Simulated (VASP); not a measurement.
# BaTiO3 (Amm2) in VASP: a series of runs, part 2 of 3

VASP 6.6.1. Earlier steps stand in the parts before.

### 3 Single point, r2SCAN

This run uses another cell than the first one, of 12.18 Å³/atom.

POSCAR reads:

```
BaTiO3
1.0
    3.9133483488      0.0000000000      0.0000000000
    0.0000000000      2.7855420727      2.7936427185
    0.0000000000     -2.7855420727      2.7936427185
Ba Ti O
1 1 3
Direct
    0.0000000000      0.0000000000      0.0000000000
    0.5000000000      0.5124000000      0.5124000000
    0.0000000000      0.4874000000      0.4874000000
    0.5000000000      0.5052400000      0.9918400000
    0.5000000000      0.9918400000      0.5052400000
```

INCAR.step1 reads:

```
PREC     = Accurate       # precision mode
ENCUT    = 520            # plane-wave cutoff, eV
ISMEAR   = -1             # smearing method
SIGMA    = 0.1            # smearing width, eV
LREAL    = F              # projectors in reciprocal space
LASPH    = T              # aspherical terms in the spheres
NELM     = 100            # most SCF steps
NBANDS   = 28             # bands
GGA      = PE             # functional
ALGO     = Normal         # electronic algorithm
EDIFF    = 1E-4           # SCF threshold, eV
LWAVE    = T              # write WAVECAR
LCHARG   = F              # write CHGCAR
```

INCAR.step2 reads:

```
PREC     = Accurate       # precision mode
ENCUT    = 520            # plane-wave cutoff, eV
EDIFF    = 1E-6           # SCF threshold, eV
ISMEAR   = -1             # smearing method
SIGMA    = 0.1            # smearing width, eV
LREAL    = F              # projectors in reciprocal space
LASPH    = T              # aspherical terms in the spheres
NELM     = 100            # most SCF steps
ALGO     = Normal         # electronic algorithm
ISIF     = 2              # what is computed and relaxed
LWAVE    = F              # write WAVECAR
LCHARG   = T              # write CHGCAR
METAGGA  = R2SCAN         # meta-GGA
LMIXTAU  = T            
LELF     = T              # ELF
LVHAR    = T            
NBANDS   = 28             # bands
ISTART   = 1
```

KPOINTS reads:

```
regular mesh
0
Gamma
  6 6 6
```

Potentials or basis: VASP PAW PBE potentials, release 64 (Ba_sv, Ti_sv, O).

The run is started by

```console
$ cat potpaw_PBE.64/Ba_sv/POTCAR potpaw_PBE.64/Ti_sv/POTCAR potpaw_PBE.64/O/POTCAR > POTCAR
$ cp INCAR.step1 INCAR
$ mpirun -np 1 vasp_std > vasp.out
$ cp INCAR.step2 INCAR
$ mpirun -np 1 vasp_std > vasp.out
```

OUTCAR:

```text
PREC = Accurate
   ENCUT = 520
   EDIFF = 1E-6
   ISMEAR = -1
   LREAL = F
   LASPH = T
   NELM = 100
   ISIF = 2
   METAGGA = R2SCAN
   ISTART = 1

 ion  position               nearest neighbor table
   1  0.000  0.000  0.000-   3 2.72   4 2.76   5 2.76   4 2.76   5 2.76   3 2.79   3 2.79   4 2.79
                             5 2.79   5 2.79   4 2.79   3 2.86   2 3.35   2 3.35   2 3.40   2 3.40
   2  0.500  0.512  0.512-   4 1.89   5 1.89   3 1.96   3 1.96   5 2.05   4 2.05   1 3.35   1 3.35
                             1 3.40   1 3.40   1 3.40   1 3.40   1 3.47   1 3.47
   3  0.000  0.487  0.487-   2 1.96   2 1.96   1 2.72   1 2.79   1 2.79   1 2.86
   4  0.500  0.505  0.992-   2 1.89   2 2.05   1 2.76   1 2.76   1 2.79   1 2.79
   5  0.500  0.992  0.505-   2 1.89   2 2.05   1 2.76   1 2.76   1 2.79   1 2.79

  LATTYP: Found a base centered orthorhombic cell.
 ALAT       =     5.5710841454
 B/A-ratio  =     1.0029081039
 C/A-ratio  =     0.7024392823

  Lattice vectors:

 A1 = (   0.0000000000,   2.7855420727,  -2.7936427185)
 A2 = (   0.0000000000,   2.7855420727,   2.7936427185)
 A3 = (   3.9133483488,   0.0000000000,   0.0000000000)

Analysis of symmetry for initial positions (statically):
=====================================================================
 Subroutine PRICEL returns:
 Original cell was already a primitive cell.

 Routine SETGRP: Setting up the symmetry group for a
 base centered orthorhombic supercell.

 Subroutine GETGRP returns: Found  4 space group operations
 (whereof  4 operations were pure point group operations)
 out of a pool of  8 trial point group operations.

The static configuration has the point symmetry C_2v.

Analysis of symmetry for dynamics (positions and initial velocities):
=====================================================================
 Subroutine PRICEL returns:
 Original cell was already a primitive cell.

 Routine SETGRP: Setting up the symmetry group for a
 base centered orthorhombic supercell.

 Subroutine GETGRP returns: Found  4 space group operations
 (whereof  4 operations were pure point group operations)
 out of a pool of  8 trial point group operations.

The dynamic configuration has the point symmetry C_2v.

 Subroutine INISYM returns: Found  4 space group operations
 (whereof  4 operations are pure point group operations),
 and found     1 'primitive' translations

----------------------------------------------------------------------------------------

                                     Primitive cell

  volume of cell :      60.9059

  direct lattice vectors                    reciprocal lattice vectors
     3.913348349  0.000000000  0.000000000     0.255535646  0.000000000  0.000000000
     0.000000000  2.785542073  2.793642719     0.000000000  0.179498276  0.178977790
     0.000000000 -2.785542073  2.793642719     0.000000000 -0.179498276  0.178977790

  length of vectors
     3.913348349  3.945083558  3.945083558     0.255535646  0.253481124  0.253481124

  position of ions in fractional coordinates (direct lattice)
     0.000000000  0.000000000  0.000000000
     0.500000000  0.512400000  0.512400000
     0.000000000  0.487400000  0.487400000
     0.500000000  0.505240000  0.991840000
     0.500000000  0.991840000  0.505240000

  ion indices of the primitive-cell ions
   primitive index   ion index
[... 35 lines left out ...]
  0.166667  0.000000  0.000000      2.000000
  0.333333  0.000000  0.000000      2.000000
  0.500000  0.000000  0.000000      1.000000
  0.000000  0.166667  0.000000      4.000000
  0.166667  0.166667  0.000000      8.000000
[... 16 lines left out ...]
  0.333333  0.333333  0.166667      8.000000
  0.500000  0.333333  0.166667      4.000000
 [... further k-points ...]
   k-points           NKPTS =     52   k-points in BZ     NKDIM =     52   number of bands    NBANDS=     28
   number of dos      NEDOS =    301   number of ions     NIONS =      5
   total plane-waves  NPLWV =  27000
   dimension x,y,z NGX =    30 NGY =   30 NGZ =   30
   dimension x,y,z NGXF=    60 NGYF=   60 NGZF=   60
   ions per type =               1   1   3
   NGX,Y,Z   is equivalent  to a cutoff of  12.74, 12.64, 12.64 a.u.
   NGXF,Y,Z  is equivalent  to a cutoff of  25.49, 25.28, 25.28 a.u.
 SYSTEM =  unknown system
   PREC   = accura    normal or accurate (medium, high low for compatibility)
   ISTART =      1    job   : 0-new  1-cont  2-samecut
   ICHARG =      0    charge: 1-file 2-atom 10-const
   ISPIN  =      1    spin polarized calculation?
   LNONCOLLINEAR =      F non collinear calculations
   LSORBIT =      F    spin-orbit coupling
   LASPH  =      T    aspherical Exc in radial PAW
   ENCUT  =  520.0 eV  38.22 Ry    6.18 a.u.   7.28  7.34  7.34*2*pi/ulx,y,z
   NELM   =    100;   NELMIN=  2; NELMDL=  0     # of ELM steps
   EDIFF  = 0.1E-05   stopping-criterion for ELM
   LREAL  =      F    real-space projection
   EDIFFG = 0.1E-04   stopping-criterion for IOM
   NSW    =      0    number of steps for IOM
   IBRION =     -1    ionic relax: 0-MD 1-quasi-New 2-CG
   NFREE  =      0    steps in history (QN), initial steepest desc. (CG)
   ISIF   =      2    stress and relaxation
   ISYM   =      2    0-nonsym 1-usesym 2-fastsym
   POTIM  = 0.5000    time-step for ionic-motion
   TEBEG  =    0.0;   TEEND  =   0.0 temperature during run
   PSTRESS=    0.0 pullay stress
   NELECT =      40.0000    total number of electrons
   NUPDOWN=      -1.0000    fix difference up-down
   EMIN   =  10.00;   EMAX   =-10.00  energy-range for DOS
   EFERMI =   0.00;   METHOD = LEGACY
   ISMEAR =    -1;   SIGMA  =   0.10  broadening in eV -4-tet -1-fermi 0-gaus
   EFERMI_NEDOS =   21; number of points for ismear=-14 and -15
   IALGO  =     38    algorithm
   IMIX   =      4    mixing-type and parameters
     AMIX     =   0.40;   BMIX     =  1.00
     AMIX_MAG =   1.60;   BMIX_MAG =  1.00
  volume/ion in A,a.u.               =      12.18        82.20
  Fermi-wavevector in a.u.,A,eV,Ry     =   1.423012  2.689102 27.551284  2.024962
  Thomas-Fermi vector in A             =   2.543655
   LORBIT       =      0    0 simple, 1 ext, 2 COOP (PROOUT), +10 PAW based schemes
   METAGGA = R2SCAN    functional components
   LHFCALC =     F    Hartree Fock is set to
   AEXX    =    0.0000 exact exchange contribution
   IVDW    =     0    specifies the selected vdW correction
   LEPSILON=     F    determine dielectric tensor
   LRPA    =     F    only Hartree local field effects (RPA)
 non-spin polarized calculation
  energy-cutoff  :      520.00
  volume of cell :       60.91
 maximum number of plane-waves:      1667
 NGX is ok and might be reduce to    30
   NGX = 15   NGY = 15   NGZ = 15

 number of electron      40.0000007 magnetization

 Free energy of the ion-electron system (eV)
  ---------------------------------------------------
  ext. energy  EPLUGINS =         0.00000000
  ---------------------------------------------------
  free energy    TOTEN  =       -74.09195097 eV

  energy without entropy =      -74.09194934  energy(sigma->0) =      -74.09195015

 E-fermi :   5.1808     XC(G=0): -12.2097

 val. band max:        3.9358862947   @ k =   0.5000   0.5000   0.5000
 cond. band min:       6.3075234855   @ k =   0.0000   0.0000   0.0000
 fundamental gap:      2.3716371909
 Fermi energy:         5.1808269610

 k-point     1 :       0.0000    0.0000    0.0000
  band No.  band energies     occupation
      1     -54.6129      2.00000
      2     -29.8242      2.00000
      3     -29.8213      2.00000
      4     -29.8047      2.00000
      5     -21.4380      2.00000
      6     -14.0272      2.00000
[... 733 lines left out ...]
     27      13.0557      0.00000
     28      13.5459      0.00000

 [... further k-points ...]

------------------------ aborting loop because EDIFF is reached ----------------------------------------

  FORCE on cell =-STRESS in cart. coord.  units (eV):
  Direction    XX          YY          ZZ          XY          YZ          ZX
  --------------------------------------------------------------------------------------
  -------------------------------------------------------------------------------------
  Total        4.7571906      4.8032935      4.5143483      0.0000000      0.0000000      0.0000000
  in kB      125.1416977    126.3544708    118.7535375      0.0000000      0.0000000      0.0000000
  external PRESSURE =     123.4165687 kB  Pullay stress =       0.0000000 kB

 VOLUME and BASIS-vectors are now :
 -----------------------------------------------------------------------------
  energy-cutoff  :      520.00
  volume of cell :       60.91
      direct lattice vectors                 reciprocal lattice vectors
     3.913348349  0.000000000  0.000000000     0.255535646  0.000000000  0.000000000
     0.000000000  2.785542073  2.793642719     0.000000000  0.179498276  0.178977790
     0.000000000 -2.785542073  2.793642719     0.000000000 -0.179498276  0.178977790

 POSITION                                       TOTAL-FORCE (eV/Angst)
 -----------------------------------------------------------------------------------
      0.00000      0.00000      0.00000         0.000000      0.000000      0.173795
      1.95667      0.00000      2.86293         0.000000      0.000000     -0.199553
      0.00000      0.00000      2.72324         0.000000      0.000000      0.244410
      1.95667     -1.35544      4.18231         0.000000     -0.231125     -0.109326
      1.95667      1.35544      4.18231         0.000000      0.231125     -0.109326
 -----------------------------------------------------------------------------------
    total drift:                                0.000000      0.000001     -0.012781

  FREE ENERGIE OF THE ION-ELECTRON SYSTEM (eV)
  ---------------------------------------------------
  free  energy   TOTEN  =       -74.0919509708 eV

  energy  without entropy=      -74.0919493354  energy(sigma->0) =      -74.09195015
```

Run time: 2.3 min. Hardware: 1 thread of AMD EPYC 9R45 (Zen 5), shared host; peak memory 0.2 GiB.

What came out:

```
Free energy            : -74.0920 eV
Pressure               : 12.3 GPa
Largest force          : 0.256 eV/Å
Band gap on the k mesh : 2.37 eV (least direct gap 2.54 eV)
```

Forces on the atoms (eV/Å):
```
Ba   0.000  0.000  0.174
Ti   0.000  0.000 -0.200
O    0.000  0.000  0.244
O    0.000 -0.231 -0.109
O    0.000  0.231 -0.109
```

Levels at points of the mesh, in eV from the valence-band top:
| k point | band 17 | band 18 | band 19 | band 20 | band 21 | band 22 | band 23 | band 24 |
| --- | --- | --- | --- | --- | --- | --- | --- | --- |
| (0.00, 0.00, 0.00) | -1.21 | -0.31 | -0.21 | -0.17 | 2.37 | 2.43 | 2.60 | 4.69 |
| (0.50, 0.00, 0.00) | -1.88 | -1.79 | -0.86 | -0.81 | 2.59 | 4.17 | 4.27 | 4.68 |
| (0.00, 0.50, 0.00) | -1.91 | -1.75 | -0.85 | -0.78 | 2.64 | 4.20 | 4.24 | 4.74 |
| (0.50, 0.50, 0.00) | -1.75 | -0.87 | -0.86 | -0.09 | 4.23 | 4.24 | 4.67 | 5.58 |
| (0.00, 0.50, 0.50) | -1.69 | -0.89 | -0.85 | -0.15 | 4.21 | 4.28 | 4.67 | 5.71 |
| (0.50, 0.50, 0.50) | -2.37 | -0.05 | -0.01 | 0.00 | 4.91 | 4.96 | 4.97 | 7.56 |

Caveat: the cell stands under pressure; the PAW data sets were made with another functional, which shifts forces and pressure a little; spin-orbit coupling is left out, which moves the levels of the heavy elements. r2SCAN opens gaps a little over a GGA but as a rule still falls short of measured ones.

### 4 Single point, r2SCAN

This run uses another cell than the first one, of 12.52 Å³/atom.

POSCAR, as its differences from that of step 3:

```diff
@@ -2,5 +2,5 @@
 1.0
-    3.9133483488      0.0000000000      0.0000000000
-    0.0000000000      2.7855420727      2.7936427185
-    0.0000000000     -2.7855420727      2.7936427185
+    3.9497536798      0.0000000000      0.0000000000
+    0.0000000000      2.8114555800      2.8196315850
+    0.0000000000     -2.8114555800      2.8196315850
 Ba Ti O
```

INCAR.step1 reads:

```
PREC = Accurate
ENCUT = 520
ISMEAR = -1
SIGMA = 0.1
LREAL = F
LASPH = T
NELM = 100
NBANDS = 28
GGA = PE
ALGO = Normal
EDIFF = 1E-4
LWAVE = T
LCHARG = F
```

INCAR.step2 reads:

```
PREC = Accurate
ENCUT = 520
EDIFF = 1E-7
ISMEAR = -1
SIGMA = 0.1
LREAL = F
LASPH = T
NELM = 100
ALGO = Normal
ISIF = 2
LWAVE = F
LCHARG = F
METAGGA = R2SCAN
LMIXTAU = T
NBANDS = 28
ISTART = 1
```

KPOINTS is that of step 3.

The run is started by

```console
$ cat potpaw_PBE.64/Ba_sv/POTCAR potpaw_PBE.64/Ti_sv/POTCAR potpaw_PBE.64/O/POTCAR > POTCAR
$ cp INCAR.step1 INCAR
$ mpirun -np 1 vasp_std > vasp.out
$ cp INCAR.step2 INCAR
$ mpirun -np 1 vasp_std > vasp.out
```

Run time: 3.1 min. Hardware: 1 thread of AMD EPYC 9R45 (Zen 5), shared host; peak memory 0.2 GiB.

The run converged. Its results:

```
Free energy            : -74.1934 eV
Pressure               : 6.3 GPa
Largest force          : 0.257 eV/Å
Band gap on the k mesh : 2.31 eV (least direct gap 2.50 eV)
```

Forces in eV/Å, atoms in the order of the input:
```
Ba   0.000  0.000  0.167
Ti   0.000  0.000 -0.035
O    0.000  0.000  0.257
O    0.000 -0.118 -0.195
O    0.000  0.118 -0.195
```

Stress tensor (GPa, compression positive):
```
6.45 0.00 0.00
0.00 6.57 0.00
0.00 0.00 5.86
```

Levels at points of the mesh, in eV from the valence-band top:
| k point | band 17 | band 18 | band 19 | band 20 | band 21 | band 22 | band 23 | band 24 |
| --- | --- | --- | --- | --- | --- | --- | --- | --- |
| (0.00, 0.00, 0.00) | -1.17 | -0.33 | -0.24 | -0.20 | 2.31 | 2.36 | 2.52 | 4.49 |
| (0.50, 0.00, 0.00) | -1.85 | -1.76 | -0.86 | -0.81 | 2.51 | 4.02 | 4.11 | 4.47 |
| (0.00, 0.50, 0.00) | -1.87 | -1.72 | -0.85 | -0.78 | 2.56 | 4.05 | 4.08 | 4.52 |
| (0.50, 0.50, 0.00) | -1.77 | -0.89 | -0.88 | -0.09 | 4.07 | 4.09 | 4.50 | 5.33 |
| (0.00, 0.50, 0.50) | -1.70 | -0.91 | -0.87 | -0.14 | 4.05 | 4.12 | 4.50 | 5.46 |
| (0.50, 0.50, 0.50) | -2.40 | -0.05 | -0.01 | 0.00 | 4.72 | 4.76 | 4.78 | 7.40 |

Caveat: the cell stands under pressure; the PAW data sets were made with another functional, which shifts forces and pressure a little; spin-orbit coupling is left out, which moves the levels of the heavy elements.

[end of part 2 of 3]
